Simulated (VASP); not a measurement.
Set up this calculation in VASP 6.6.1, as the native input.

```
Task                   : single point
Functional             : PBE
Potentials or basis    : VASP PAW PBE potentials, release 64 (As, Ga_d, Sb)
Cutoff                 : 500 eV
k mesh                 : 6 × 6 × 2
Occupations            : fermi-dirac, width 0.02 eV
Spin                   : no spin polarisation
Dipole correction      : no
Further INCAR settings : ALGO = Normal; EDIFF = 1e-06; NBANDS = 46
```

The structure of Ga4Sb3As lies in POSCAR:

```
Ga4Sb3As
1.0
    4.3222281116      0.0000000000      0.0000000000
    0.0000000000      4.3222281116      0.0000000000
    0.0000000000      0.0000000000     12.1712523280
As Ga Sb
1 4 3
Direct
    0.0000000000      0.0000000000      0.0000000000
    0.0000000000      0.5000000000      0.8874753553
    0.5000000000      0.0000000000      0.6293235256
    0.0000000000      0.5000000000      0.3706764744
    0.5000000000      0.0000000000      0.1125246447
    0.5000000000      0.5000000000      0.7582598047
    0.0000000000      0.0000000000      0.5000000000
    0.5000000000      0.5000000000      0.2417401953
```

The input as run:

INCAR

```
PREC = Accurate
ENCUT = 500
EDIFF = 1E-6
ISMEAR = -1
SIGMA = 0.02
LREAL = False
LASPH = True
NELM = 120
ALGO = Normal
ISIF = 2
LWAVE = False
LCHARG = False
GGA = PE
NBANDS = 46
GGA_COMPAT = False
```

KPOINTS

```
Automatic mesh
0
Gamma
  6 6 2
```

Potentials or basis: VASP PAW PBE potentials, release 64 (As, Ga_d, Sb).

Run with:

```bash
$ cat potpaw_PBE.64/As/POTCAR potpaw_PBE.64/Ga_d/POTCAR potpaw_PBE.64/Sb/POTCAR > POTCAR
$ mpirun -np 1 vasp_std > vasp.out
```

It gave:

```json
{"Pressure": "0.1 GPa", "Band gap on the k mesh": "zero (filled and empty bands touch)"}
```

Caveat: semilocal functionals underestimate gaps, and a narrow one can read as zero; spin-orbit coupling is left out, which moves the levels of the heavy elements.

It took 3.8 min on 1 thread of Oxide Virtual Turin-like Processor, on a shared host, peak memory 0.35 GiB.
